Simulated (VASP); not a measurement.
A run of VASP 6.6.1:

INCAR

```
SYSTEM = ZrB
PREC     = Accurate       ! precision mode
ENCUT    = 600            ! plane-wave cutoff, eV
EDIFF    = 1E-7           ! SCF threshold, eV
ISMEAR   = -1             ! smearing method
SIGMA    = 0.05           ! smearing width, eV
LREAL    = .False.        ! projectors in reciprocal space
LASPH    = .True.         ! aspherical terms in the spheres
NELM     = 60             ! most SCF steps
ALGO     = Normal         ! electronic algorithm
ISIF     = 3              ! what is computed and relaxed
LWAVE    = .False.        ! write WAVECAR
LCHARG   = .False.        ! write CHGCAR
GGA      = RE             ! functional
IBRION   = 2              ! ionic algorithm
NSW      = 60             ! ionic steps
EDIFFG   = -0.01          ! ionic threshold
```

The input KPOINTS:

```
regular mesh
0
Gamma
  10 10 7
  0 0 0
```

The input POSCAR:

```
ZrB
1.0
    1.9614334600     -1.9857162700      0.0000000000
    1.9614334600      1.9857162700      0.0000000000
    0.0000000000      0.0000000000      4.0139456300
Zr B
1 1
Direct
    0.0000000000      0.0000000000      0.5000000000
    0.5000000000      0.5000000000      0.5000000000
```

Potentials or basis: VASP PAW PBE potentials, release 64 (Zr_sv, B).

Launch:

```sh
$ cat potpaw_PBE.64/Zr_sv/POTCAR potpaw_PBE.64/B/POTCAR > POTCAR
$ mpirun -np 1 vasp_std > vasp.out
```

Hardware: 1 thread of Intel(R) Xeon(R) 6975P-C (Granite Rapids) (shared host).

Question: Estimate the wall time of this run.

Answer: Run time: 4.6 min on 1 thread of Intel(R) Xeon(R) 6975P-C (Granite Rapids), with other jobs on the host, peak memory 0.21 GiB. Counts: scf iterations 262, k points 124, ion steps 26.
